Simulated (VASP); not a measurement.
Here is a VASP 6.6.1 calculation.

The input POSCAR:

```
Ag
1.0
    2.7154691185      0.0000000000      0.0000000000
    0.0000000000      2.7154691185      0.0000000000
    0.0000000000      0.0000000000      2.7154691185
Ag
1
Direct
    0.0000000000      0.0000000000      0.0000000000
```

File INCAR.step1:

```
SYSTEM = Ag
ALGO = Normal
EDIFF = 1E-4
ENCUT = 520
GGA = PE
ISMEAR = -1
LASPH = .TRUE.
LCHARG = .FALSE.
LREAL = .FALSE.
LWAVE = .TRUE.
NBANDS = 12
NELM = 100
PREC = Accurate
SIGMA = 0.1
```

Contents of INCAR.step2:

```
SYSTEM = Ag
ALGO = Normal
EDIFF = 1E-6
ENCUT = 520
ISIF = 2
ISMEAR = -1
ISTART = 1
LASPH = .TRUE.
LCHARG = .FALSE.
LMIXTAU = .TRUE.
LREAL = .FALSE.
LWAVE = .FALSE.
METAGGA = R2SCAN
NBANDS = 12
NELM = 100
PREC = Accurate
SIGMA = 0.1
```

The input KPOINTS:

```
k-points
0
G
  12 12 12
  0 0 0
```

Potentials or basis: VASP PAW PBE potentials, release 64 (Ag).

Launch:

```bash
$ cat potpaw_PBE.64/Ag/POTCAR > POTCAR
$ cp INCAR.step1 INCAR
$ mpirun -np 1 vasp_std > vasp.out
$ cp INCAR.step2 INCAR
$ mpirun -np 1 vasp_std > vasp.out
```

Task: Predict the band gap on the k mesh.

Result: Zero (an odd number of electrons rules out a gap without spin polarisation).

Task: Estimate the pressure.

Result: 0.2 GPa.

Caveat: the PAW data sets were made with another functional, which shifts forces and pressure a little.
